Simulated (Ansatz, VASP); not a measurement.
# Two plane-wave programs on Pt

```
Pt
1.0
     2.80208    0.00000    0.00000
    -1.40104    2.42667    0.00000
     0.00000    0.00000    4.79213
Pt
2
Direct
  0.66667 0.33333 0.75000
  0.33333 0.66667 0.25000
```

Alike in both runs: task single point; functional r2SCAN; k mesh 14 × 14 × 7; no spin polarisation.

```csv
,VASP,Ansatz
version,VASP 6.6.1,Ansatz 0.2.0
potentials or method,"VASP PAW PBE potentials, release 64 (Pt), cutoff 520 eV","plane waves, PAW"
occupations,"gaussian, width 0.1 eV",gaussian
valence electrons in the cell,20,36
```

```tsv
	VASP	Ansatz	Ansatz less VASP
pressure (GPa)	-12.7	-13.2	-0.43
traceless stress, the component that is largest in VASP (GPa)	3.04	3.20	+0.166
```

VASP's potentials were made for PBE, not for r2SCAN. VASP's potentials hold 20 valence electrons a cell and Ansatz's 36, so a difference there can come from the potentials and not from the codes.

Spin-orbit coupling is off throughout.
